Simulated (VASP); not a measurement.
# InAs (F-43m) in VASP: a series of runs

InAs is run at these levels: PBE; tasks: relaxation of cell and atoms.

All numbers are computed with VASP 6.6.1; they aren't measurements. Logs are shortened: lines on timing, memory, paths and dates and some standing lists are left out, and cuts for length are marked.

## (1) The cell of the first run

The structure is cubic, space group F-43m (No. 216). The conventional cell has a = 6.107 Å, b = 6.107 Å, c = 6.107 Å, α = 90.00°, β = 90.00°, γ = 90.00°. In (site symmetry -43m) has 4 As at 2.64 Å within 3.5 Å. Within 3.5 Å of As (site symmetry -43m) lie 4 In at 2.64 Å.

## (2) Relaxation of cell and atoms, PBE

INCAR reads:

```
PREC     = Accurate       # precision mode
ENCUT    = 600            # plane-wave cutoff, eV
EDIFF    = 1E-7           # SCF threshold, eV
ISMEAR   = 0              # smearing method
SIGMA    = 0.1            # smearing width, eV
LREAL    = False          # projectors in reciprocal space
LASPH    = True           # aspherical terms in the spheres
NELM     = 60             # most SCF steps
ALGO     = Normal         # electronic algorithm
ISIF     = 3              # what is computed and relaxed
LWAVE    = False          # write WAVECAR
LCHARG   = False          # write CHGCAR
GGA      = PE             # functional
IBRION   = 2              # ionic algorithm
NSW      = 100            # ionic steps
EDIFFG   = -0.005         # ionic threshold
```

KPOINTS reads:

```
Automatic mesh
0
Gamma
  12 12 12
```

POSCAR reads:

```
InAs
1.0
    0.0000000000      3.0535616558      3.0535616558
    3.0535616558      0.0000000000      3.0535616558
    3.0535616558      3.0535616558      0.0000000000
In As
1 1
Direct
    0.7500000000      0.7500000000      0.7500000000
    0.0000000000      0.0000000000      0.0000000000
```

Potentials or basis: VASP PAW PBE potentials, release 64 (In_d, As).

Run with:

```console
cat potpaw_PBE.64/In_d/POTCAR potpaw_PBE.64/As/POTCAR > POTCAR
mpirun -np 1 vasp_std > vasp.out
```

OUTCAR:

```text
PREC = Accurate
   ENCUT = 600
   EDIFF = 1E-7
   ISMEAR = 0
   LREAL = False
   LASPH = True
   NELM = 60
   ISIF = 3
   GGA = PE
   IBRION = 2
   NSW = 100
   EDIFFG = -0.005

 ion  position               nearest neighbor table
   1  0.750  0.750  0.750-   2 2.64   2 2.64   2 2.64   2 2.64
   2  0.000  0.000  0.000-   1 2.64   1 2.64   1 2.64   1 2.64

  LATTYP: Found a face centered cubic cell.
 ALAT       =     6.1071233116

  Lattice vectors:

 A1 = (   0.0000000000,   3.0535616558,   3.0535616558)
 A2 = (   3.0535616558,   0.0000000000,   3.0535616558)
 A3 = (   3.0535616558,   3.0535616558,   0.0000000000)

Analysis of symmetry for initial positions (statically):
=====================================================================
 Subroutine PRICEL returns:
 Original cell was already a primitive cell.

 Routine SETGRP: Setting up the symmetry group for a
 face centered cubic supercell.

 Subroutine GETGRP returns: Found 24 space group operations
 (whereof 24 operations were pure point group operations)
 out of a pool of 48 trial point group operations.

The static configuration has the point symmetry T_d .

Analysis of symmetry for dynamics (positions and initial velocities):
=====================================================================
 Subroutine PRICEL returns:
 Original cell was already a primitive cell.

 Routine SETGRP: Setting up the symmetry group for a
 face centered cubic supercell.

 Subroutine GETGRP returns: Found 24 space group operations
 (whereof 24 operations were pure point group operations)
 out of a pool of 48 trial point group operations.

The dynamic configuration has the point symmetry T_d .

 Subroutine INISYM returns: Found 24 space group operations
 (whereof 24 operations are pure point group operations),
 and found     1 'primitive' translations

----------------------------------------------------------------------------------------

                                     Primitive cell

  volume of cell :      56.9443

  direct lattice vectors                    reciprocal lattice vectors
     0.000000000  3.053561656  3.053561656    -0.163743214  0.163743214  0.163743214
     3.053561656  0.000000000  3.053561656     0.163743214 -0.163743214  0.163743214
     3.053561656  3.053561656  0.000000000     0.163743214  0.163743214 -0.163743214

  length of vectors
     4.318388307  4.318388307  4.318388307     0.283611566  0.283611566  0.283611566

  position of ions in fractional coordinates (direct lattice)
     0.750000000  0.750000000  0.750000000
     0.000000000  0.000000000  0.000000000

  ion indices of the primitive-cell ions
   primitive index   ion index
                 1           1
                 2           2

----------------------------------------------------------------------------------------

 KPOINTS: Automatic mesh

Automatic generation of k-mesh.
 Grid dimensions read from file:
 generate k-points for:   12   12   12

 Generating k-lattice:

  Cartesian coordinates                     Fractional coordinates (reciprocal lattice)
    -0.013645268  0.013645268  0.013645268     0.083333333  0.000000000  0.000000000
     0.013645268 -0.013645268  0.013645268     0.000000000  0.083333333  0.000000000
     0.013645268  0.013645268 -0.013645268     0.000000000  0.000000000  0.083333333

  Length of vectors
     0.023634297  0.023634297  0.023634297

  Shift w.r.t. Gamma in fractional coordinates (k-lattice)
     0.000000000  0.000000000  0.000000000

 Subroutine IBZKPT returns following result:
 ===========================================

 Found     72 irreducible k-points:

 Following reciprocal coordinates:
            Coordinates               Weight
  0.000000  0.000000  0.000000      1.000000
  0.083333  0.000000  0.000000      8.000000
  0.166667  0.000000  0.000000      8.000000
  0.250000  0.000000  0.000000      8.000000
  0.333333  0.000000  0.000000      8.000000
  0.416667  0.000000  0.000000      8.000000
[... 16 lines left out ...]
  0.500000  0.166667  0.000000     24.000000
 -0.416667  0.166667  0.000000     24.000000
 [... further k-points ...]
   k-points           NKPTS =     72   k-points in BZ     NKDIM =     72   number of bands    NBANDS=     13
   number of dos      NEDOS =    301   number of ions     NIONS =      2
   total plane-waves  NPLWV =  46656
   dimension x,y,z NGX =    36 NGY =   36 NGZ =   36
   dimension x,y,z NGXF=    72 NGYF=   72 NGZF=   72
   ions per type =               1   1
   NGX,Y,Z   is equivalent  to a cutoff of  13.86, 13.86, 13.86 a.u.
   NGXF,Y,Z  is equivalent  to a cutoff of  27.72, 27.72, 27.72 a.u.
 SYSTEM =  unknown system
   PREC   = accura    normal or accurate (medium, high low for compatibility)
   ISTART =      0    job   : 0-new  1-cont  2-samecut
   ICHARG =      2    charge: 1-file 2-atom 10-const
   ISPIN  =      1    spin polarized calculation?
   LNONCOLLINEAR =      F non collinear calculations
   LSORBIT =      F    spin-orbit coupling
   LASPH  =      T    aspherical Exc in radial PAW
   ENCUT  =  600.0 eV  44.10 Ry    6.64 a.u.   8.62  8.62  8.62*2*pi/ulx,y,z
   NELM   =     60;   NELMIN=  2; NELMDL= -5     # of ELM steps
   EDIFF  = 0.1E-06   stopping-criterion for ELM
   LREAL  =      F    real-space projection
   EDIFFG = -.5E-02   stopping-criterion for IOM
   NSW    =    100    number of steps for IOM
   IBRION =      2    ionic relax: 0-MD 1-quasi-New 2-CG
   NFREE  =      1    steps in history (QN), initial steepest desc. (CG)
   ISIF   =      3    stress and relaxation
   ISYM   =      2    0-nonsym 1-usesym 2-fastsym
   POTIM  = 0.5000    time-step for ionic-motion
   TEBEG  =    0.0;   TEEND  =   0.0 temperature during run
   PSTRESS=    0.0 pullay stress
   NELECT =      18.0000    total number of electrons
   NUPDOWN=      -1.0000    fix difference up-down
   EMIN   =  10.00;   EMAX   =-10.00  energy-range for DOS
   EFERMI =   0.00;   METHOD = LEGACY
   ISMEAR =     0;   SIGMA  =   0.10  broadening in eV -4-tet -1-fermi 0-gaus
   EFERMI_NEDOS =   21; number of points for ismear=-14 and -15
   IALGO  =     38    algorithm
   IMIX   =      4    mixing-type and parameters
     AMIX     =   0.40;   BMIX     =  1.00
     AMIX_MAG =   1.60;   BMIX_MAG =  1.00
  volume/ion in A,a.u.               =      28.47       192.14
  Fermi-wavevector in a.u.,A,eV,Ry     =   1.115190  2.107404 16.920877  1.243649
  Thomas-Fermi vector in A             =   2.251793
   LORBIT       =      0    0 simple, 1 ext, 2 COOP (PROOUT), +10 PAW based schemes
   GGA     = PE    functional components
   LHFCALC =     F    Hartree Fock is set to
   AEXX    =    0.0000 exact exchange contribution
   IVDW    =     0    specifies the selected vdW correction
   LEPSILON=     F    determine dielectric tensor
   LRPA    =     F    only Hartree local field effects (RPA)
 conjugate gradient relaxation of ions
 non-spin polarized calculation
 Gauss-broadening in eV      SIGMA  =   0.10
  energy-cutoff  :      600.00
  volume of cell :       56.94
 maximum number of plane-waves:      1924
   NGX = 17   NGY = 17   NGZ = 17

--------------------------------------- Ionic step        1  -------------------------------------------

 number of electron      18.0000002 magnetization

 Free energy of the ion-electron system (eV)
  ---------------------------------------------------
  ext. energy  EPLUGINS =         0.00000000
  ---------------------------------------------------
  free energy    TOTEN  =        -7.70473104 eV

  energy without entropy =       -7.70457629  energy(sigma->0) =       -7.70465367

------------------------ aborting loop because EDIFF is reached ----------------------------------------

  FORCE on cell =-STRESS in cart. coord.  units (eV):
  Direction    XX          YY          ZZ          XY          YZ          ZX
  --------------------------------------------------------------------------------------
  -------------------------------------------------------------------------------------
  Total        0.7593589      0.7593589      0.7593589     -0.0000000     -0.0000000      0.0000000
  in kB       21.3652310     21.3652310     21.3652310     -0.0000000     -0.0000000      0.0000000
  external PRESSURE =      21.3652310 kB  Pullay stress =       0.0000000 kB
[... 57 lines left out ...]
  energy  without entropy=       -7.7175263407  energy(sigma->0) =       -7.71760628

--------------------------------------- Ionic step        3  -------------------------------------------

 number of electron      17.9999997 magnetization

 Free energy of the ion-electron system (eV)
  ---------------------------------------------------
  ext. energy  EPLUGINS =         0.00000000
  ---------------------------------------------------
  free energy    TOTEN  =        -7.71956968 eV

  energy without entropy =       -7.71941110  energy(sigma->0) =       -7.71949039

 E-fermi :   3.8961     XC(G=0):  -8.7915

 val. band max:        3.8308286391   @ k =   0.0000   0.0000   0.0000
 cond. band min:       4.4528512350   @ k =   0.0833   0.0000   0.0000
 fundamental gap:      0.6220225960
 Fermi energy:         3.8960716586

 k-point     1 :       0.0000    0.0000    0.0000
  band No.  band energies     occupation
      1     -10.4347      2.00000
      2     -10.4347      2.00000
      3     -10.4347      2.00000
      4     -10.3352      2.00000
      5     -10.3352      2.00000
      6      -7.6045      2.00000
      7       3.2832      2.00000
      8       3.8308      1.64382
      9       3.8308      1.64382
     10       3.8308      1.64382
     11       7.7036      0.00000
     12       7.7036      0.00000
     13       7.7036      0.00000
[... 353 lines left out ...]
 k-point    24 :      -0.4167    0.1667    0.0000
  band No.  band energies     occupation
      1     -10.5345      2.00000
      2     -10.4049      2.00000
      3     -10.4005      2.00000
      4     -10.3343      2.00000
      5     -10.3302      2.00000
      6      -6.2100      2.00000
      7      -1.4954      2.00000
      8       1.6392      2.00000
      9       2.6909      2.00000
     10       5.8850      0.00000
     11       8.1429      0.00000
     12       9.1388      0.00000
     13      10.5067      0.00000

 [... further k-points ...]

------------------------ aborting loop because EDIFF is reached ----------------------------------------

  FORCE on cell =-STRESS in cart. coord.  units (eV):
  Direction    XX          YY          ZZ          XY          YZ          ZX
  --------------------------------------------------------------------------------------
  -------------------------------------------------------------------------------------
  Total        0.0048448      0.0048448      0.0048448      0.0000000      0.0000000     -0.0000000
  in kB        0.1309935      0.1309935      0.1309935      0.0000000      0.0000000     -0.0000000
  external PRESSURE =       0.1309935 kB  Pullay stress =       0.0000000 kB
[... 17 lines left out ...]
  FREE ENERGIE OF THE ION-ELECTRON SYSTEM (eV)
  ---------------------------------------------------
  free  energy   TOTEN  =        -7.7195696771 eV

  energy  without entropy=       -7.7194111016  energy(sigma->0) =       -7.71949039

 reached required accuracy - stopping structural energy minimisation
```

Wall time 3.8 min (1 thread of Intel Xeon 8259CL, shared host); peak memory 0.27 GiB.

What came out:

- Free energy: -7.7196 eV
- Relaxed volume: 29.63 Å³/atom
- Relaxed cell: a = 4.376 Å, b = 4.376 Å, c = 4.376 Å, α = 60.00°, β = 60.00°, γ = 60.00°
- Space group after relaxing (to 0.1 Å): F-43m (No. 216)
- Energy gained by relaxing: 7.4 meV/atom
- Ionic steps: 3
- Pressure after relaxing: 0.0 GPa
- Band gap on the k mesh: zero (filled and empty bands touch)

Step by step:
```
step  energy change (eV)  largest force (eV/Å)  pressure (GPa)  volume (Å³)
   1              0.0000                0.0000            2.14        56.94
   2             -0.0130                0.0000           -0.68        60.13
   3             -0.0148                0.0000            0.01        59.26
```

Final structure:
```
In As
1.0
     0.00000    3.09436    3.09436
     3.09436    0.00000    3.09436
     3.09436    3.09436    0.00000
In As
1 1
Direct
  0.75000 0.75000 0.75000
  0.00000 0.00000 0.00000
```

Levels at points of the mesh, in eV from the Fermi level:
```
           k point  band 6  band 7  band 8  band 9  band 10  band 11  band 12  band 13
(0.00, 0.00, 0.00)  -11.50   -0.61   -0.07   -0.07    -0.07     3.81     3.81     3.81
(0.50, 0.00, 0.00)  -10.24   -5.49   -0.96   -0.96     0.74     4.57     4.57     6.69
(0.50, 0.50, 0.00)   -9.77   -5.62   -2.16   -2.16     1.59     1.98     8.68     8.73
```

Caveat: semilocal functionals underestimate gaps, so a narrow gap can read as zero; spin-orbit coupling is left out, which moves the levels of the heavy elements.

## (3) Relaxation of cell and atoms, PBE, target pressure 3 GPa, at which the enthalpy is minimised

This run uses another cell than the first one, of 28.79 Å³/atom.

INCAR reads:

```
SYSTEM = InAs
ALGO = Normal
EDIFF = 1E-6
EDIFFG = -0.008
ENCUT = 600
GGA = PE
IBRION = 2
ISIF = 3
ISMEAR = 0
LASPH = .True.
LCHARG = .False.
LREAL = .False.
LWAVE = .False.
NELM = 100
NSW = 70
PREC = Accurate
PSTRESS = 30.0
SIGMA = 0.1
```

KPOINTS reads:

```
k-points
0
Gamma
  12 12 12
  0 0 0
```

POSCAR reads:

```
InAs
1.0
    0.0000000000      3.0647263268      3.0647263268
    3.0647263268      0.0000000000      3.0647263268
    3.0647263268      3.0647263268      0.0000000000
In As
1 1
Direct
    0.7500000000      0.7500000000      0.7500000000
    0.0000000000      0.0000000000      0.0000000000
```

Potentials or basis: VASP PAW PBE potentials, release 64 (In_d, As).

Run with:

```console
cat potpaw_PBE.64/In_d/POTCAR potpaw_PBE.64/As/POTCAR > POTCAR
mpirun -np 1 vasp_std > vasp.out
```

Wall time 3.1 min (1 thread of Intel Xeon 8259CL, shared host); peak memory 0.26 GiB.

Results (log left out):

- Free energy: -7.6918 eV
- Relaxed volume: 28.07 Å³/atom
- Relaxed cell: a = 4.298 Å, b = 4.298 Å, c = 4.298 Å, α = 60.00°, β = 60.00°, γ = 60.00°
- Space group after relaxing (to 0.1 Å): F-43m (No. 216)
- Energy change on relaxing (the run minimises the enthalpy): +10.0 meV/atom
- Ionic steps: 3
- Pressure after relaxing: 3.0 GPa
- Band gap on the k mesh: zero (filled and empty bands touch)

The path:
| step | energy change (eV) | largest force (eV/Å) | pressure (GPa) | volume (Å³) |
| --- | --- | --- | --- | --- |
| 1 | 0.0000 | 0.0000 | 1.51 | 57.57 |
| 2 | 0.0365 | 0.0000 | 3.91 | 55.37 |
| 3 | 0.0200 | 0.0000 | 3.00 | 56.14 |

Final structure:
```yaml
crystal:
  lattice:
    - [0.00000, 3.03903, 3.03903]
    - [3.03903, 0.00000, 3.03903]
    - [3.03903, 3.03903, 0.00000]
  atoms:
    - { symbol: In, position: [0.75000, 0.75000, 0.75000] }
    - { symbol: As, position: [0.00000, 0.00000, 0.00000] }
```

Levels at points of the mesh, in eV from the Fermi level:
```tsv
k point	band 6	band 7	band 8	band 9	band 10	band 11	band 12	band 13
(0.00, 0.00, 0.00)	-11.82	-0.33	-0.06	-0.06	-0.06	3.84	3.84	3.84
(0.50, 0.00, 0.00)	-10.40	-5.75	-1.03	-1.03	0.86	4.61	4.61	6.78
(0.50, 0.50, 0.00)	-9.88	-5.83	-2.33	-2.33	1.51	2.00	9.02	9.10
```

Caveat: the cell is relaxed towards a set pressure, so the run minimises the enthalpy, not the energy; semilocal functionals underestimate gaps, so a narrow gap can read as zero; spin-orbit coupling is left out, which moves the levels of the heavy elements.

## (4) Relaxation of cell and atoms, PBE, target pressure 60 GPa, at which the enthalpy is minimised

This run uses another cell than the first one, of 20.18 Å³/atom.

INCAR reads:

```
SYSTEM = InAs
PREC = Accurate
ENCUT = 600
EDIFF = 1E-6
ISMEAR = 0
SIGMA = 0.1
LREAL = .FALSE.
LASPH = .TRUE.
NELM = 100
ALGO = Normal
ISIF = 3
LWAVE = .FALSE.
LCHARG = .FALSE.
GGA = PE
IBRION = 2
NSW = 70
EDIFFG = -0.008
PSTRESS = 600.0
```

KPOINTS reads:

```
Automatic mesh
0
G
  14 14 14
  0 0 0
```

POSCAR reads:

```
InAs
1.0
    0.0000000000      2.7223969443      2.7223969443
    2.7223969443      0.0000000000      2.7223969443
    2.7223969443      2.7223969443      0.0000000000
In As
1 1
Direct
    0.7500000000      0.7500000000      0.7500000000
    0.0000000000      0.0000000000      0.0000000000
```

Run with:

```console
cat potpaw_PBE.64/In_d/POTCAR potpaw_PBE.64/As/POTCAR > POTCAR
mpirun -np 1 vasp_std > vasp.out
```

Run time: 4.8 min. Hardware: 1 thread of Intel Xeon 8259CL, shared host; peak memory 0.25 GiB.

Results (log left out):

| Quantity | Value |
| --- | --- |
| Free energy | -5.0928 eV |
| Relaxed volume | 19.05 Å³/atom |
| Relaxed cell | a = 3.777 Å, b = 3.777 Å, c = 3.777 Å, α = 60.00°, β = 60.00°, γ = 60.00° |
| Space group after relaxing (to 0.1 Å) | F-43m (No. 216) |
| Energy change on relaxing (the run minimises the enthalpy) | +368.5 meV/atom |
| Ionic steps | 7 |
| Pressure after relaxing | 60.0 GPa |
| Band gap on the k mesh | 0.68 eV (least direct gap 1.58 eV) |

The path:
| step | energy change (eV) | largest force (eV/Å) | pressure (GPa) | volume (Å³) |
| --- | --- | --- | --- | --- |
| 1 | 0.0000 | 0.0000 | 45.81 | 40.35 |
| 2 | 5.1007 | 0.0000 | 143.54 | 30.79 |
| 3 | 0.6640 | 0.0000 | 58.59 | 38.31 |
| 4 | 0.7250 | 0.0000 | 59.77 | 38.14 |
| 5 | 0.7412 | 0.0000 | 60.11 | 38.10 |
| 6 | 0.7183 | 0.0000 | 59.63 | 38.16 |
| 7 | 0.7370 | 0.0000 | 60.03 | 38.11 |

Final structure:
```yaml
crystal:
  lattice:
    - [0.00000, 2.67095, 2.67095]
    - [2.67095, 0.00000, 2.67095]
    - [2.67095, 2.67095, 0.00000]
  atoms:
    - { symbol: In, position: [0.75000, 0.75000, 0.75000] }
    - { symbol: As, position: [0.00000, 0.00000, 0.00000] }
```

Levels at points of the mesh, in eV from the valence-band top:
```csv
k point,band 6,band 7,band 8,band 9,band 10,band 11,band 12,band 13
"(0.00, 0.00, 0.00)",-15.07,0.00,0.00,0.00,1.58,3.83,3.83,3.83
"(0.50, 0.00, 0.00)",-12.03,-8.35,-1.72,-1.72,1.76,4.62,4.62,6.74
"(0.50, 0.50, 0.00)",-11.07,-7.92,-3.98,-3.98,0.68,1.71,11.94,11.95
```

Caveat: the cell is relaxed towards a set pressure, so the run minimises the enthalpy, not the energy; spin-orbit coupling is left out, which moves the levels of the heavy elements.

[end of part 1 of 2]
